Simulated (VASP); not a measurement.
# BN: single point with PBE

The system is BN.

```
CELL_PARAMETERS angstrom
0.00000 1.78039 1.80750
1.78039 0.00000 1.80750
1.78039 1.78039 0.00000
ATOMIC_POSITIONS crystal
B 0.00000 0.00000 0.00000
N 0.25000 0.25000 0.25000
```

- Program: VASP 6.6.1
- Task: single point
- Functional: PBE
- Potentials or basis: VASP PAW PBE potentials, release 64 (B, N)
- Cutoff: 600 eV
- k mesh: 10 × 10 × 10
- Occupations: gaussian, width 0.02 eV
- Spin: no spin polarisation
- Dipole correction: no
- Further INCAR settings: ALGO = Normal; EDIFF = 1e-06; NBANDS = 11

```yaml
Pressure: 15.3 GPa
Band_gap_on_the_k_mesh: 4.35 eV (least direct gap 8.88 eV)
```

Stress tensor (GPa, compression positive):
```
18.58  0.00  0.00
 0.00 18.58  0.00
 0.00  0.00  8.81
```

Levels at points of the mesh, in eV from the valence-band top:
| k point | band 2 | band 3 | band 4 | band 5 | band 6 | band 7 |
| --- | --- | --- | --- | --- | --- | --- |
| (0.00, 0.00, 0.00) | -0.16 | 0.00 | 0.00 | 8.88 | 8.88 | 8.99 |
| (0.50, 0.00, 0.00) | -11.02 | -2.17 | -1.93 | 10.31 | 10.91 | 10.91 |
| (0.50, 0.50, 0.00) | -9.32 | -4.97 | -4.97 | 4.62 | 9.59 | 18.31 |
| (0.50, 0.00, 0.50) | -9.09 | -5.18 | -5.17 | 4.35 | 9.23 | 18.22 |

Wall time 14 s on 1 thread of Intel Xeon 8259CL, with other jobs on the host, peak memory 0.13 GiB.

Caveat: the cell stands under pressure. A k mesh can miss the band edges.
